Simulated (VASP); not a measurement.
Runs of VASP 6.6.1 on Cs. The structure is that of space group P6/mmm (No. 191), or close to it. The cells are those of the table. This isn't the form of Cs at room conditions, which is bcc.

| cell | k mesh | gap on the mesh (eV) | pressure (GPa) |
| --- | --- | --- | --- |
| a = 8.224, b = 8.224, c = 4.921 Å, angles 90.0, 90.0, 120.0°, 3 atoms | 6 × 6 × 9 | none | 0.0 |
| a = 8.438, b = 8.438, c = 5.049 Å, angles 90.0, 90.0, 120.0°, 3 atoms | 5 × 5 × 7 | none | -0.2 |
| a = 8.113, b = 8.113, c = 4.855 Å, angles 90.0, 90.0, 120.0°, 3 atoms | 5 × 5 × 7 | none | 0.1 |
| a = 8.332, b = 8.332, c = 4.986 Å, angles 90.0, 90.0, 120.0°, 3 atoms | 5 × 5 × 7 | none | (a) |
| a = 7.881, b = 7.881, c = 4.716 Å, angles 90.0, 90.0, 120.0°, 3 atoms | 5 × 5 × 7 | none | (b) |

Alike in all rows: task single point; level LDA; potentials or basis VASP PAW LDA potentials, release 64 (Cs_sv); no spin polarisation; cutoff (eV) 520; smearing fermi-dirac 0.1 eV.

Problem. Estimate the missing entries.

Solution. (a) -0.1; (b) 0.4.

Caveats: spin-orbit coupling is left out, which moves the levels of the heavy elements.

A k mesh can miss the band edges, and the runs leave out spin-orbit coupling on Cs.

A gap of «none» marks levels without a gap at the run's occupations.
